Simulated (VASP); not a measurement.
TiTe2, 3 atoms in the cell. The structure is trigonal, space group P-3m1 (No. 164). The conventional cell has a = 3.696 Å, b = 3.696 Å, c = 6.383 Å, α = 90.00°, β = 90.00°, γ = 120.00°. Ti (site symmetry -3m) has 6 Te at 2.75 Å and 6 Ti at 3.70 Å within 3.7 Å. Within 3.7 Å of Te (site symmetry 3m) lie 3 Ti at 2.75 Å and 9 Te at 3.62 to 3.70 Å. 

- Program: VASP 6.6.1
- Task: relaxation of cell and atoms
- Functional: PBE
- Dispersion: D3(BJ)
- Potentials or basis: VASP PAW PBE potentials, release 64 (Ti_sv, Te)
- Cutoff: 600 eV
- k mesh: 15 × 15 × 8
- Occupations: fermi-dirac, width 0.15 eV
- Spin: no spin polarisation
- Dipole correction: no
- Further INCAR settings: ALGO = Normal; EDIFF = 1e-07; IBRION = 2; EDIFFG = -0.001; NSW = 80; ISIF = 3

Potentials or basis: VASP PAW PBE potentials, release 64 (Ti_sv, Te).

Launch:

```sh
$ cat potpaw_PBE.64/Ti_sv/POTCAR potpaw_PBE.64/Te/POTCAR > POTCAR
$ mpirun -np 1 vasp_std > vasp.out
```

Hardware: 1 thread of Intel(R) Xeon(R) Platinum 8259CL CPU @ 2.50GHz (Skylake/Cascade Lake), with other jobs on the host.

How long does it take, and how much memory?

It took 34 min on 1 thread of Intel(R) Xeon(R) Platinum 8259CL CPU @ 2.50GHz (Skylake/Cascade Lake) (shared host), peak memory 0.46 GiB. Counts: scf iterations 88, k points 192, ion steps 13.
